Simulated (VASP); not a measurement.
Si:

```
Si
1.0
     2.57538    0.00000    0.00000
     0.00000    2.57538    0.00000
     0.00000    0.00000    2.43923
Si
1
Direct
  0.50000 0.50000 0.50000
```

The cell was built from a structure type or drawn by symmetry, and may not be a known phase.

| Item | Value |
| --- | --- |
| Program | VASP 6.6.1 |
| Task | relaxation of cell and atoms |
| Functional | PBE |
| Potentials or basis | VASP PAW PBE potentials, release 64 (Si) |
| Cutoff | 600 eV |
| k mesh | 22 × 22 × 22 |
| Occupations | gaussian, width 0.1 eV |
| Spin | no spin polarisation |

At the start: pressure 0.7 GPa; volume 16.18 Å³/atom.

**Question.** How do energy, volume and symmetry change on relaxing?

**Answer.** Over 7 steps the energy falls by 15.8 meV/atom and the volume is 16.23 Å³/atom (+0.3 %); space group P4/mmm (No. 123, to 0.1 Å) before, Pm-3m (No. 221, to 0.1 Å).

The path:
| step | energy change (eV) | largest force (eV/Å) | pressure (GPa) | volume (Å³) |
| --- | --- | --- | --- | --- |
| 1 | 0.0000 | 0.0000 | 0.74 | 16.18 |
| 2 | -0.0154 | 0.0000 | -0.65 | 16.34 |
| 3 | -0.0155 | 0.0000 | -0.69 | 16.35 |
| 4 | -0.0155 | 0.0000 | -0.71 | 16.35 |
| 5 | -0.0157 | 0.0000 | 0.31 | 16.18 |
| 6 | -0.0158 | 0.0000 | 0.03 | 16.23 |
| 7 | -0.0158 | 0.0000 | 0.01 | 16.23 |

Final structure:
```
Si
1.0
     2.53329    0.00000    0.00000
     0.00000    2.53329    0.00000
     0.00000    0.00000    2.52932
Si
1
Direct
  0.50000 0.50000 0.50000
```
